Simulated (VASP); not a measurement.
# Si16O (a cell with a defect) in VASP: notebook

Si16O (a cell with a defect) is run at these levels: r2SCAN; tasks: single point.

Everything below comes from runs of VASP 6.6.1. Logs are shortened: lines on timing, memory, paths and dates and some standing lists are left out, and cuts for length are marked.

**1. The cell of the first run**

The cell holds a defect, 17 atoms: a = 7.679 Å, b = 7.679 Å, c = 7.679 Å, α = 60.00°, β = 60.00°, γ = 60.00°.

**2. Single point, r2SCAN, collinear spin, zero start**

Input file POSCAR:

```
Si16O
1.0
    0.0000000000      5.4300000000      5.4300000000
    5.4300000000      0.0000000000      5.4300000000
    5.4300000000      5.4300000000      0.0000000000
Si O
16 1
Direct
   -0.0048993554      0.0090890424      0.0007197974
    0.1333145488      0.1218125230      0.1229176796
    0.0506111418     -0.0214372928      0.4925023020
    0.1071891344      0.1544255985      0.6311790055
   -0.0052309392      0.4949780847      0.0014569061
    0.1346353591      0.6348998158      0.0958283610
    0.0099586556      0.5109050645      0.4691807551
    0.1071178637      0.6075101289      0.6318364641
    0.5096948435      0.0096902394     -0.0290462247
    0.6219614180      0.1218172192      0.1229365562
    0.4783303867     -0.0214283610      0.4925198895
    0.6336198895      0.1338815838      0.5988773481
    0.5087913444      0.4949878453      0.0014624309
    0.6215754144      0.6333717311      0.1234895948
    0.4782654696      0.5503835175      0.4930982505
    0.6535368324      0.6075097606      0.6318388582
    0.3317480663      0.8325532228      0.5039839779
```

Input file INCAR.step1:

```
PREC = Accurate ; ENCUT = 520
ISMEAR = 0 ; SIGMA = 0.05
LREAL = Auto ; LASPH = T
NELM = 150 ; ISPIN = 2
MAGMOM = 0 0 0 0 0 0 0 0 0 0 0 0 0 0 0 0 0 ; NBANDS = 53
GGA = PE ; ALGO = Normal
EDIFF = 1E-4 ; LWAVE = T
LCHARG = F
```

Input file INCAR.step2:

```
PREC = Accurate ; ENCUT = 520
EDIFF = 1E-7 ; ISMEAR = 0
SIGMA = 0.05 ; LREAL = Auto
LASPH = T ; NELM = 150
ALGO = Normal ; ISIF = 2
LWAVE = F ; LCHARG = F
ISPIN = 2 ; MAGMOM = 0 0 0 0 0 0 0 0 0 0 0 0 0 0 0 0 0
LORBIT = 11 ; METAGGA = R2SCAN
LMIXTAU = T ; NBANDS = 53
ISTART = 1
```

Input file KPOINTS:

```
regular mesh
0
Gamma
  2 2 2
```

Potentials or basis: VASP PAW PBE potentials, release 64 (Si, O).

Started as:

```console
$ cat potpaw_PBE.64/Si/POTCAR potpaw_PBE.64/O/POTCAR > POTCAR
$ cp INCAR.step1 INCAR
$ mpirun -np 1 vasp_std > vasp.out
$ cp INCAR.step2 INCAR
$ mpirun -np 1 vasp_std > vasp.out
```

OUTCAR:

```text
PREC = Accurate
   ENCUT = 520
   EDIFF = 1E-7
   ISMEAR = 0
   LREAL = Auto
   LASPH = T
   NELM = 150
   ISIF = 2
   ISPIN = 2
   LORBIT = 11
   METAGGA = R2SCAN
   ISTART = 1

 ion  position               nearest neighbor table
   1  0.995  0.009  0.001-   4 2.32   2 2.34  10 2.34   6 2.35
   2  0.133  0.122  0.123-   3 2.33   1 2.34   5 2.34   9 2.37
   3  0.051  0.979  0.493-  17 1.90   2 2.33   8 2.37   4 2.37  12 2.62
   4  0.107  0.154  0.631-   7 2.25   1 2.32   3 2.37  11 2.37  17 2.55
   5  0.995  0.495  0.001-   8 2.32   2 2.34  14 2.34   6 2.35
   6  0.135  0.635  0.096-   7 2.34   1 2.35  13 2.35   5 2.35
   7  0.010  0.511  0.469-   4 2.25   8 2.25  16 2.25   6 2.34
   8  0.107  0.608  0.632-   7 2.25   5 2.32   3 2.37  15 2.37  17 2.55
   9  0.510  0.010  0.971-  12 2.33  14 2.37  10 2.37   2 2.37
  10  0.622  0.122  0.123-  11 2.33   1 2.34  13 2.34   9 2.37
  11  0.478  0.979  0.493-  17 1.90  10 2.33  16 2.37   4 2.37  12 2.62
  12  0.634  0.134  0.599-   9 2.33  15 2.62  11 2.62   3 2.62
  13  0.509  0.495  0.001-  16 2.32  10 2.34  14 2.34   6 2.35
  14  0.622  0.633  0.123-  15 2.33   5 2.34  13 2.34   9 2.37
  15  0.478  0.550  0.493-  17 1.90  14 2.33  16 2.37   8 2.37  12 2.62
  16  0.654  0.608  0.632-   7 2.25  13 2.32  15 2.37  11 2.37  17 2.55
  17  0.332  0.833  0.504-  11 1.90   3 1.90  15 1.90   4 2.55  16 2.55   8 2.55

  LATTYP: Found a face centered cubic cell.
 ALAT       =    10.8600000000

  Lattice vectors:

 A1 = (   0.0000000000,   5.4300000000,   5.4300000000)
 A2 = (   5.4300000000,   0.0000000000,   5.4300000000)
 A3 = (   5.4300000000,   5.4300000000,   0.0000000000)

Analysis of symmetry for initial positions (statically):
=====================================================================
 Subroutine PRICEL returns:
 Original cell was already a primitive cell.

 Routine SETGRP: Setting up the symmetry group for a
 face centered cubic supercell.

 Subroutine GETGRP returns: Found  1 space group operations
 (whereof  1 operations were pure point group operations)
 out of a pool of 48 trial point group operations.

The static configuration has the point symmetry C_1 .

Analysis of symmetry for dynamics (positions and initial velocities):
=====================================================================
 Subroutine PRICEL returns:
 Original cell was already a primitive cell.

 Routine SETGRP: Setting up the symmetry group for a
 face centered cubic supercell.

 Subroutine GETGRP returns: Found  1 space group operations
 (whereof  1 operations were pure point group operations)
 out of a pool of 48 trial point group operations.

The dynamic configuration has the point symmetry C_1 .

Analysis of structural, dynamic, and magnetic symmetry:
=====================================================================
 Subroutine PRICEL returns:
 Original cell was already a primitive cell.

 Routine SETGRP: Setting up the symmetry group for a
 face centered cubic supercell.

 Subroutine GETGRP returns: Found  1 space group operations
 (whereof  1 operations were pure point group operations)
 out of a pool of 48 trial point group operations.

The overall configuration has the point symmetry C_1 .

 Subroutine INISYM returns: Found  1 space group operations
 (whereof  1 operations are pure point group operations),
 and found     1 'primitive' translations

----------------------------------------------------------------------------------------

                                     Primitive cell

  volume of cell :     320.2060

  direct lattice vectors                    reciprocal lattice vectors
     0.000000000  5.430000000  5.430000000    -0.092081031  0.092081031  0.092081031
     5.430000000  0.000000000  5.430000000     0.092081031 -0.092081031  0.092081031
     5.430000000  5.430000000  0.000000000     0.092081031  0.092081031 -0.092081031

  length of vectors
     7.679179644  7.679179644  7.679179644     0.159489025  0.159489025  0.159489025

  position of ions in fractional coordinates (direct lattice)
[... 75 lines left out ...]
   number of dos      NEDOS =    301   number of ions     NIONS =     17
   total plane-waves  NPLWV = 216000
   dimension x,y,z NGX =    60 NGY =   60 NGZ =   60
   dimension x,y,z NGXF=   120 NGYF=  120 NGZF=  120
   ions per type =              16   1
   NGX,Y,Z   is equivalent  to a cutoff of  12.99, 12.99, 12.99 a.u.
   NGXF,Y,Z  is equivalent  to a cutoff of  25.98, 25.98, 25.98 a.u.
 SYSTEM =  unknown system
   PREC   = accura    normal or accurate (medium, high low for compatibility)
   ISTART =      1    job   : 0-new  1-cont  2-samecut
   ICHARG =      0    charge: 1-file 2-atom 10-const
   ISPIN  =      2    spin polarized calculation?
   LNONCOLLINEAR =      F non collinear calculations
   LSORBIT =      F    spin-orbit coupling
   LASPH  =      T    aspherical Exc in radial PAW
   ENCUT  =  520.0 eV  38.22 Ry    6.18 a.u.  14.28 14.28 14.28*2*pi/ulx,y,z
   NELM   =    150;   NELMIN=  2; NELMDL=  0     # of ELM steps
   EDIFF  = 0.1E-06   stopping-criterion for ELM
   LREAL  =      T    real-space projection
   EDIFFG = 0.1E-05   stopping-criterion for IOM
   NSW    =      0    number of steps for IOM
   IBRION =     -1    ionic relax: 0-MD 1-quasi-New 2-CG
   NFREE  =      0    steps in history (QN), initial steepest desc. (CG)
   ISIF   =      2    stress and relaxation
   ISYM   =      2    0-nonsym 1-usesym 2-fastsym
   POTIM  = 0.5000    time-step for ionic-motion
   TEBEG  =    0.0;   TEEND  =   0.0 temperature during run
   PSTRESS=    0.0 pullay stress
   NELECT =      70.0000    total number of electrons
   NUPDOWN=      -1.0000    fix difference up-down
   EMIN   =  10.00;   EMAX   =-10.00  energy-range for DOS
   EFERMI =   0.00;   METHOD = LEGACY
   ISMEAR =     0;   SIGMA  =   0.05  broadening in eV -4-tet -1-fermi 0-gaus
   EFERMI_NEDOS =   21; number of points for ismear=-14 and -15
   IALGO  =     38    algorithm
   IMIX   =      4    mixing-type and parameters
     AMIX     =   0.40;   BMIX     =  1.00
     AMIX_MAG =   1.60;   BMIX_MAG =  1.00
  volume/ion in A,a.u.               =      18.84       127.11
  Fermi-wavevector in a.u.,A,eV,Ry     =   0.986199  1.863645 13.232857  0.972588
  Thomas-Fermi vector in A             =   2.117562
   LORBIT       =     11    0 simple, 1 ext, 2 COOP (PROOUT), +10 PAW based schemes
   METAGGA = R2SCAN    functional components
   LHFCALC =     F    Hartree Fock is set to
   AEXX    =    0.0000 exact exchange contribution
   IVDW    =     0    specifies the selected vdW correction
   LEPSILON=     F    determine dielectric tensor
   LRPA    =     F    only Hartree local field effects (RPA)
 spin polarized calculation
 Gauss-broadening in eV      SIGMA  =   0.05
  energy-cutoff  :      520.00
  volume of cell :      320.21
 maximum number of plane-waves:      8646
 NGX is ok and might be reduce to    60
   NGX = 29   NGY = 29   NGZ = 29

 number of electron      69.9999999 magnetization      -0.0000000

 number of electron      69.9999999 magnetization       0.0000000

 Free energy of the ion-electron system (eV)
  ---------------------------------------------------
  ext. energy  EPLUGINS =         0.00000000
  ---------------------------------------------------
  free energy    TOTEN  =      -144.99233185 eV

  energy without entropy =     -144.99232455  energy(sigma->0) =     -144.99232820

 E-fermi :   6.3725     XC(G=0): -10.0026

 val. band max:        6.2388258125   @ k =   0.0000   0.0000   0.5000
 cond. band min:       6.5099365676   @ k =   0.0000   0.0000   0.0000
 fundamental gap:      0.2711107551
 Fermi energy:         6.3724893575

 spin component 1

 k-point     1 :       0.0000    0.0000    0.0000
  band No.  band energies     occupation
      1     -15.6037      1.00000
      2      -6.3902      1.00000
      3      -4.8360      1.00000
      4      -4.8328      1.00000
      5      -4.3385      1.00000
      6      -3.6629      1.00000
[... 389 lines left out ...]
     46      10.5940      0.00000
     47      10.6696      0.00000
 Fermi energy:         6.3724893575

 spin component 2

 k-point     1 :       0.0000    0.0000    0.0000
  band No.  band energies     occupation
      1     -15.6037      1.00000
      2      -6.3902      1.00000
      3      -4.8360      1.00000
      4      -4.8328      1.00000
      5      -4.3385      1.00000
      6      -3.6629      1.00000
[... 389 lines left out ...]
     46      10.5940      0.00000
     47      10.6696      0.00000
 [bands above 47 left out]

------------------------ aborting loop because EDIFF is reached ----------------------------------------

  FORCE on cell =-STRESS in cart. coord.  units (eV):
  Direction    XX          YY          ZZ          XY          YZ          ZX
  --------------------------------------------------------------------------------------
  -------------------------------------------------------------------------------------
  Total        4.9133799      4.9117414      4.9108119      0.3633107     -0.3801629     -0.3625962
  in kB       24.5845034     24.5763052     24.5716545      1.8178554     -1.9021766     -1.8142801
  external PRESSURE =      24.5774877 kB  Pullay stress =       0.0000000 kB

 VOLUME and BASIS-vectors are now :
 -----------------------------------------------------------------------------
  energy-cutoff  :      520.00
  volume of cell :      320.21
      direct lattice vectors                 reciprocal lattice vectors
     0.000000000  5.430000000  5.430000000    -0.092081031  0.092081031  0.092081031
     5.430000000  0.000000000  5.430000000     0.092081031 -0.092081031  0.092081031
     5.430000000  5.430000000  0.000000000     0.092081031  0.092081031 -0.092081031

 POSITION                                       TOTAL-FORCE (eV/Angst)
 -----------------------------------------------------------------------------------
      0.05326      5.40731      5.45275        -0.001539     -0.004205      0.003869
      1.32889      1.39134      1.38534         0.003899      0.003029      0.001322
      7.98788      2.94911      5.58841         0.017627     -0.036942     -0.010468
      4.26583      4.00934      1.42057        -0.005276      0.003283     -0.002479
      2.69564      5.40951      8.08933        -0.006084     -0.007872      0.006469
      3.96785      1.25142      4.17858         0.001033      0.002198     -0.002213
[... 9 lines left out ...]
      6.72966      6.97959      6.84748         0.001836      0.000957      0.000628
      7.25740      4.53803      6.32216        -0.013987      0.005592     -0.006880
 -----------------------------------------------------------------------------------
    total drift:                               -0.005974     -0.004905      0.004861

  FREE ENERGIE OF THE ION-ELECTRON SYSTEM (eV)
  ---------------------------------------------------
  free  energy   TOTEN  =      -144.9923318544 eV

  energy  without entropy=     -144.9923245537  energy(sigma->0) =     -144.99232820

 total charge

# of ion       s       p       d       tot
------------------------------------------
    1        0.735   0.984   0.000   1.719
    2        0.740   0.981   0.000   1.721
    3        0.729   0.901   0.000   1.630
    4        0.764   0.969   0.000   1.733
    5        0.735   0.984   0.000   1.719
    6        0.737   0.974   0.000   1.711
[... 9 lines left out ...]
   16        0.764   0.969   0.000   1.733
   17        1.601   3.481   0.000   5.081
--------------------------------------------------
tot         13.538  18.781   0.000  32.319

 magnetization (x)

# of ion       s       p       d       tot
------------------------------------------
    1        0.000  -0.000   0.000  -0.000
    2       -0.000   0.000   0.000   0.000
    3       -0.000  -0.000   0.000  -0.000
    4        0.000   0.000   0.000   0.000
    5       -0.000  -0.000   0.000  -0.000
    6        0.000   0.000   0.000   0.000
[... 9 lines left out ...]
   16        0.000  -0.000   0.000  -0.000
   17       -0.000  -0.000   0.000  -0.000
--------------------------------------------------
tot         -0.000  -0.000   0.000  -0.000
```

It took 15 min on 1 thread of Intel Xeon 6975P-C (Granite Rapids), shared host; peak memory 0.84 GiB.

What came out:

```yaml
Free_energy: -144.9923 eV
Pressure: 2.5 GPa
Largest_force: 0.042 eV/Å
Band_gap_on_the_k_mesh: zero (filled and empty bands overlap)
Net_moment: 0.00 μB per cell
Valence_electrons_inside_the_program's_atomic_spheres: Si 1.72, 1.63, 1.73, 1.71, 1.79, 1.62 (each value once); O 5.08
```

Forces in eV/Å, atoms in the order of the input:
```
Si  -0.002 -0.004  0.004
Si   0.004  0.003  0.001
Si   0.018 -0.037 -0.010
Si  -0.005  0.003 -0.002
Si  -0.006 -0.008  0.006
Si   0.001  0.002 -0.002
Si  -0.002  0.000 -0.001
Si   0.002  0.000  0.000
Si   0.011  0.007 -0.008
Si   0.004 -0.001 -0.002
Si   0.018  0.010  0.037
Si   0.011  0.020 -0.019
Si  -0.007 -0.006  0.008
Si  -0.005 -0.001  0.000
Si  -0.030  0.005 -0.006
Si   0.002  0.001  0.001
O   -0.014  0.006 -0.007
```

Stress tensor (GPa, compression positive):
```
 2.46  0.18 -0.18
 0.18  2.46 -0.19
-0.18 -0.19  2.46
```

Caveat: the k points lie up to 0.50 Å⁻¹ apart; the PAW data sets were made with another functional, which shifts forces and pressure a little.

(Part 1 of 2 ends here.)
